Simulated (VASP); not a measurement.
# YMnI5 (P4/mmm) in VASP: single point with PBE

Aim: the single point of YMnI5 with PBE.

All numbers are computed with VASP 6.6.1; they aren't measurements. Logs are shortened: lines on timing, memory, paths and dates and some standing lists are left out, and cuts for length are marked.

**1. The cell of the first run**

Symmetry: P4/mmm, No. 123, tetragonal system. The conventional cell has a = 5.178 Å, b = 5.178 Å, c = 8.878 Å, α = 90.00°, β = 90.00°, γ = 90.00°. Within 4.8 Å of Y (site symmetry 4/mmm) lie 12 I at 3.66 to 3.67 Å and 2 Mn at 4.44 Å. Mn (site symmetry 4/mmm) has 8 I at 3.18 Å within 4.2 Å. I (site symmetry 4/mmm) has 4 Y at 3.66 Å and 8 I at 3.67 Å within 4.8 Å. Within 4.2 Å of I (site symmetry 2mm) lie 2 Mn at 3.18 Å and 7 I at 3.66 to 3.69 Å and 2 Y at 3.67 Å.

The cell was generated, and may not be a known phase.

**2. Single point, PBE, collinear spin, ferromagnetic start**

INCAR

```
PREC     = Accurate       # precision mode
ENCUT    = 520            # plane-wave cutoff, eV
EDIFF    = 1E-6           # SCF threshold, eV
ISMEAR   = 0              # smearing method
SIGMA    = 0.1            # smearing width, eV
LREAL    = F              # projectors in reciprocal space
LASPH    = T              # aspherical terms in the spheres
NELM     = 150            # most SCF steps
ALGO     = Normal         # electronic algorithm
ISIF     = 2              # what is computed and relaxed
LWAVE    = F              # write WAVECAR
LCHARG   = F              # write CHGCAR
ISPIN    = 2              # spin polarisation
MAGMOM   = 0 4 0 0 0 0 0  # initial moments
LORBIT   = 11             # projections on sites
LMAXMIX  = 4              # l up to which the mixer works
GGA      = PE             # functional
NBANDS   = 42             # bands
```

KPOINTS

```
regular mesh
0
Gamma
  4 4 2
```

POSCAR

```
YMnI5
1.0
    5.1776583162      0.0000000000      0.0000000000
    0.0000000000      5.1776583162      0.0000000000
    0.0000000000      0.0000000000      8.8784967592
Y Mn I
1 1 5
Direct
    0.0000000000      0.0000000000      0.0000000000
    0.0000000000      0.0000000000      0.5000000000
    0.5000000000      0.5000000000      0.0000000000
    0.5000000000      0.0000000000      0.7076334794
    0.0000000000      0.5000000000      0.7076334794
    0.5000000000      0.0000000000      0.2923665206
    0.0000000000      0.5000000000      0.2923665206
```

Potentials or basis: VASP PAW PBE potentials, release 64 (Y_sv, Mn_pv, I).

Run with:

```
$ cat potpaw_PBE.64/Y_sv/POTCAR potpaw_PBE.64/Mn_pv/POTCAR potpaw_PBE.64/I/POTCAR > POTCAR
$ mpirun -np 1 vasp_std > vasp.out
```

OUTCAR:

```text
PREC = Accurate
   ENCUT = 520
   EDIFF = 1E-6
   ISMEAR = 0
   LREAL = F
   LASPH = T
   NELM = 150
   ISIF = 2
   ISPIN = 2
   LORBIT = 11
   GGA = PE

 ion  position               nearest neighbor table
   1  0.000  0.000  0.000-   3 3.66   3 3.66   3 3.66   3 3.66   7 3.67   4 3.67   5 3.67   7 3.67
                             5 3.67   4 3.67   6 3.67   6 3.67
   2  0.000  0.000  0.500-   4 3.18   5 3.18   6 3.18   7 3.18   5 3.18   7 3.18   4 3.18   6 3.18

   3  0.500  0.500  0.000-   1 3.66   1 3.66   1 3.66   1 3.66
   4  0.500  0.000  0.708-   2 3.18   2 3.18   1 3.67   1 3.67
   5  0.000  0.500  0.708-   2 3.18   2 3.18   1 3.67   1 3.67
   6  0.500  0.000  0.292-   2 3.18   2 3.18   1 3.67   1 3.67
   7  0.000  0.500  0.292-   2 3.18   2 3.18   1 3.67   1 3.67

  LATTYP: Found a simple tetragonal cell.
 ALAT       =     5.1776583162
 C/A-ratio  =     1.7147706969

  Lattice vectors:

 A1 = (   5.1776583162,   0.0000000000,   0.0000000000)
 A2 = (   0.0000000000,   5.1776583162,   0.0000000000)
 A3 = (   0.0000000000,   0.0000000000,   8.8784967592)

Analysis of symmetry for initial positions (statically):
=====================================================================
 Subroutine PRICEL returns:
 Original cell was already a primitive cell.

 Routine SETGRP: Setting up the symmetry group for a
 simple tetragonal supercell.

 Subroutine GETGRP returns: Found 16 space group operations
 (whereof 16 operations were pure point group operations)
 out of a pool of 16 trial point group operations.

The static configuration has the point symmetry D_4h.

Analysis of symmetry for dynamics (positions and initial velocities):
=====================================================================
 Subroutine PRICEL returns:
 Original cell was already a primitive cell.

 Routine SETGRP: Setting up the symmetry group for a
 simple tetragonal supercell.

 Subroutine GETGRP returns: Found 16 space group operations
 (whereof 16 operations were pure point group operations)
 out of a pool of 16 trial point group operations.

The dynamic configuration has the point symmetry D_4h.

Analysis of structural, dynamic, and magnetic symmetry:
=====================================================================
 Subroutine PRICEL returns:
 Original cell was already a primitive cell.

 Routine SETGRP: Setting up the symmetry group for a
 simple tetragonal supercell.

 Subroutine GETGRP returns: Found 16 space group operations
 (whereof 16 operations were pure point group operations)
 out of a pool of 16 trial point group operations.

The overall configuration has the point symmetry D_4h.

 Subroutine INISYM returns: Found 16 space group operations
 (whereof 16 operations are pure point group operations),
 and found     1 'primitive' translations

----------------------------------------------------------------------------------------

                                     Primitive cell

  volume of cell :     238.0160

  direct lattice vectors                    reciprocal lattice vectors
     5.177658316  0.000000000  0.000000000     0.193137503  0.000000000  0.000000000
     0.000000000  5.177658316  0.000000000     0.000000000  0.193137503  0.000000000
     0.000000000  0.000000000  8.878496759     0.000000000  0.000000000  0.112631679

  length of vectors
     5.177658316  5.177658316  8.878496759     0.193137503  0.193137503  0.112631679

  position of ions in fractional coordinates (direct lattice)
     0.000000000  0.000000000  0.000000000
     0.000000000  0.000000000  0.500000000
     0.500000000  0.500000000  0.000000000
     0.500000000  0.000000000  0.707633479
     0.000000000  0.500000000  0.707633479
     0.500000000  0.000000000  0.292366521
     0.000000000  0.500000000  0.292366521

  ion indices of the primitive-cell ions
   primitive index   ion index
                 1           1
                 2           2
                 3           3
                 4           4
                 5           5
                 6           6
                 7           7

----------------------------------------------------------------------------------------

 KPOINTS: regular mesh

Automatic generation of k-mesh.
 Grid dimensions read from file:
 generate k-points for:    4    4    2

 Generating k-lattice:

  Cartesian coordinates                     Fractional coordinates (reciprocal lattice)
     0.048284376  0.000000000  0.000000000     0.250000000  0.000000000  0.000000000
     0.000000000  0.048284376  0.000000000     0.000000000  0.250000000  0.000000000
     0.000000000  0.000000000  0.056315840     0.000000000  0.000000000  0.500000000

  Length of vectors
     0.048284376  0.048284376  0.056315840

  Shift w.r.t. Gamma in fractional coordinates (k-lattice)
     0.000000000  0.000000000  0.000000000

 Subroutine IBZKPT returns following result:
 ===========================================

 Found     12 irreducible k-points:

 Following reciprocal coordinates:
            Coordinates               Weight
  0.000000  0.000000  0.000000      1.000000
  0.250000  0.000000  0.000000      4.000000
  0.500000  0.000000  0.000000      2.000000
  0.250000  0.250000  0.000000      4.000000
  0.500000  0.250000  0.000000      4.000000
  0.500000  0.500000  0.000000      1.000000
  0.000000  0.000000  0.500000      1.000000
  0.250000  0.000000  0.500000      4.000000
  0.500000  0.000000  0.500000      2.000000
  0.250000  0.250000  0.500000      4.000000
  0.500000  0.250000  0.500000      4.000000
  0.500000  0.500000  0.500000      1.000000
   k-points           NKPTS =     12   k-points in BZ     NKDIM =     12   number of bands    NBANDS=     42
   number of dos      NEDOS =    301   number of ions     NIONS =      7
   total plane-waves  NPLWV = 112000
   dimension x,y,z NGX =    40 NGY =   40 NGZ =   70
   dimension x,y,z NGXF=    80 NGYF=   80 NGZF=  140
   ions per type =               1   1   5
   NGX,Y,Z   is equivalent  to a cutoff of  12.84, 12.84, 13.11 a.u.
   NGXF,Y,Z  is equivalent  to a cutoff of  25.69, 25.69, 26.21 a.u.
 SYSTEM =  unknown system
   PREC   = accura    normal or accurate (medium, high low for compatibility)
   ISTART =      0    job   : 0-new  1-cont  2-samecut
   ICHARG =      2    charge: 1-file 2-atom 10-const
   ISPIN  =      2    spin polarized calculation?
   LNONCOLLINEAR =      F non collinear calculations
   LSORBIT =      F    spin-orbit coupling
   LASPH  =      T    aspherical Exc in radial PAW
   ENCUT  =  520.0 eV  38.22 Ry    6.18 a.u.   9.63  9.63 16.51*2*pi/ulx,y,z
   NELM   =    150;   NELMIN=  2; NELMDL= -5     # of ELM steps
   EDIFF  = 0.1E-05   stopping-criterion for ELM
   LREAL  =      F    real-space projection
   EDIFFG = 0.1E-04   stopping-criterion for IOM
   NSW    =      0    number of steps for IOM
   IBRION =     -1    ionic relax: 0-MD 1-quasi-New 2-CG
   NFREE  =      0    steps in history (QN), initial steepest desc. (CG)
   ISIF   =      2    stress and relaxation
   ISYM   =      2    0-nonsym 1-usesym 2-fastsym
   POTIM  = 0.5000    time-step for ionic-motion
   TEBEG  =    0.0;   TEEND  =   0.0 temperature during run
   PSTRESS=    0.0 pullay stress
   NELECT =      59.0000    total number of electrons
   NUPDOWN=      -1.0000    fix difference up-down
   EMIN   =  10.00;   EMAX   =-10.00  energy-range for DOS
   EFERMI =   0.00;   METHOD = LEGACY
   ISMEAR =     0;   SIGMA  =   0.10  broadening in eV -4-tet -1-fermi 0-gaus
   EFERMI_NEDOS =   21; number of points for ismear=-14 and -15
   IALGO  =     38    algorithm
   IMIX   =      4    mixing-type and parameters
     AMIX     =   0.40;   BMIX     =  1.00
     AMIX_MAG =   1.60;   BMIX_MAG =  1.00
  volume/ion in A,a.u.               =      34.00       229.46
  Fermi-wavevector in a.u.,A,eV,Ry     =   1.028387  1.943370 14.389259  1.057581
  Thomas-Fermi vector in A             =   2.162381
   LORBIT       =     11    0 simple, 1 ext, 2 COOP (PROOUT), +10 PAW based schemes
   GGA     = PE    functional components
   LHFCALC =     F    Hartree Fock is set to
   AEXX    =    0.0000 exact exchange contribution
   IVDW    =     0    specifies the selected vdW correction
   LEPSILON=     F    determine dielectric tensor
   LRPA    =     F    only Hartree local field effects (RPA)
 spin polarized calculation
 Gauss-broadening in eV      SIGMA  =   0.10
  energy-cutoff  :      520.00
  volume of cell :      238.02
 maximum number of plane-waves:      6461
 NGX is ok and might be reduce to    40
   NGX = 19   NGY = 19   NGZ = 33

 number of electron      58.9999985 magnetization       5.0136029

 Free energy of the ion-electron system (eV)
  ---------------------------------------------------
  ext. energy  EPLUGINS =         0.00000000
  ---------------------------------------------------
  free energy    TOTEN  =       -24.60065026 eV

  energy without entropy =      -24.59735568  energy(sigma->0) =      -24.59900297

 E-fermi :   4.8443     XC(G=0):  -8.9512

 val. band max:        4.7817038653   @ k =   0.5000   0.5000   0.5000
 cond. band min:       4.9231058826   @ k =   0.5000   0.5000   0.5000
 fundamental gap:      0.1414020174
 Fermi energy:         4.8442894069

 spin component 1

 k-point     1 :       0.0000    0.0000    0.0000
  band No.  band energies     occupation
      1     -46.4665      1.00000
      2     -46.4561      1.00000
      3     -46.4561      1.00000
      4     -40.6297      1.00000
      5     -20.4663      1.00000
      6     -20.4663      1.00000
[... 517 lines left out ...]
     40      10.2465      0.00000
     41      10.2763      0.00000
 Fermi energy:         4.8442894069

 spin component 2

 k-point     1 :       0.0000    0.0000    0.0000
  band No.  band energies     occupation
      1     -41.8211      1.00000
      2     -41.7997      1.00000
      3     -41.7997      1.00000
      4     -40.5946      1.00000
      5     -20.4231      1.00000
      6     -20.4231      1.00000
[... 517 lines left out ...]
     40      10.4130      0.00000
     41      10.7866      0.00000
 [bands above 41 left out]

------------------------ aborting loop because EDIFF is reached ----------------------------------------

  FORCE on cell =-STRESS in cart. coord.  units (eV):
  Direction    XX          YY          ZZ          XY          YZ          ZX
  --------------------------------------------------------------------------------------
  -------------------------------------------------------------------------------------
  Total       -0.1473250     -0.1473250     -0.4757166      0.0000000      0.0000000     -0.0000000
  in kB       -0.9917010     -0.9917010     -3.2022313      0.0000000      0.0000000     -0.0000000
  external PRESSURE =      -1.7285445 kB  Pullay stress =       0.0000000 kB

 VOLUME and BASIS-vectors are now :
 -----------------------------------------------------------------------------
  energy-cutoff  :      520.00
  volume of cell :      238.02
      direct lattice vectors                 reciprocal lattice vectors
     5.177658316  0.000000000  0.000000000     0.193137503  0.000000000  0.000000000
     0.000000000  5.177658316  0.000000000     0.000000000  0.193137503  0.000000000
     0.000000000  0.000000000  8.878496759     0.000000000  0.000000000  0.112631679

 POSITION                                       TOTAL-FORCE (eV/Angst)
 -----------------------------------------------------------------------------------
      0.00000      0.00000      0.00000         0.000000      0.000000      0.000000
      0.00000      0.00000      4.43925         0.000000      0.000000      0.000000
      2.58883      2.58883      0.00000         0.000000      0.000000      0.000000
      2.58883      0.00000      6.28272         0.000000     -0.000000     -0.040169
      0.00000      2.58883      6.28272         0.000000      0.000000     -0.040169
      2.58883      0.00000      2.59578        -0.000000     -0.000000      0.040169
      0.00000      2.58883      2.59578         0.000000      0.000000      0.040169
 -----------------------------------------------------------------------------------
    total drift:                                0.000000     -0.000000      0.000000

  FREE ENERGIE OF THE ION-ELECTRON SYSTEM (eV)
  ---------------------------------------------------
  free  energy   TOTEN  =       -24.6006502631 eV

  energy  without entropy=      -24.5973556756  energy(sigma->0) =      -24.59900297

 total charge

# of ion       s       p       d       f       tot
--------------------------------------------------
    1        2.116   6.049   0.622   0.016   8.803
    2        0.176   6.075   4.914   0.000  11.166
    3        1.520   2.769   0.019   0.000   4.307
    4        1.523   2.753   0.020   0.000   4.295
    5        1.523   2.753   0.020   0.000   4.295
    6        1.523   2.753   0.020   0.000   4.295
    7        1.523   2.753   0.020   0.000   4.295
--------------------------------------------------
tot          9.903  25.904   5.634   0.016  41.456

 magnetization (x)

# of ion       s       p       d       f       tot
--------------------------------------------------
    1        0.008   0.008   0.055   0.001   0.072
    2        0.042   0.017   4.303   0.000   4.362
    3        0.001   0.015   0.000   0.000   0.017
    4        0.005   0.030   0.002   0.000   0.037
    5        0.005   0.030   0.002   0.000   0.037
    6        0.005   0.030   0.002   0.000   0.037
    7        0.005   0.030   0.002   0.000   0.037
--------------------------------------------------
tot          0.071   0.161   4.364   0.001   4.597
```

It took 11 min on 1 thread of Intel Xeon 8259CL, shared host; peak memory 0.52 GiB.

What came out:

```
Free energy                                           : -24.6007 eV
Pressure                                              : -0.2 GPa
Largest force                                         : 0.040 eV/Å
Band gap on the k mesh                                : zero (filled and empty bands overlap)
Net moment                                            : 5.01 μB per cell
Site moments                                          : Y +0.07; Mn +4.36; I +0.02, +0.04 (each value once) μB
Valence electrons inside the program's atomic spheres : Y 8.80; Mn 11.17; I 4.31, 4.29 (each value once)
```

Forces on the atoms (eV/Å):
```
Y    0.000  0.000  0.000
Mn   0.000  0.000  0.000
I    0.000  0.000  0.000
I    0.000  0.000 -0.040
I    0.000  0.000 -0.040
I    0.000  0.000  0.040
I    0.000  0.000  0.040
```

Stress tensor (GPa, compression positive):
```
-0.10  0.00  0.00
 0.00 -0.10  0.00
 0.00  0.00 -0.32
```

Caveat: spin-orbit coupling is left out, which moves the levels of the heavy elements; semilocal functionals often make such compounds metallic where correlation or magnetic order opens a gap, which also shifts bond lengths.

The gap in the log of VASP goes by the Fermi energy; the results here count the filled bands.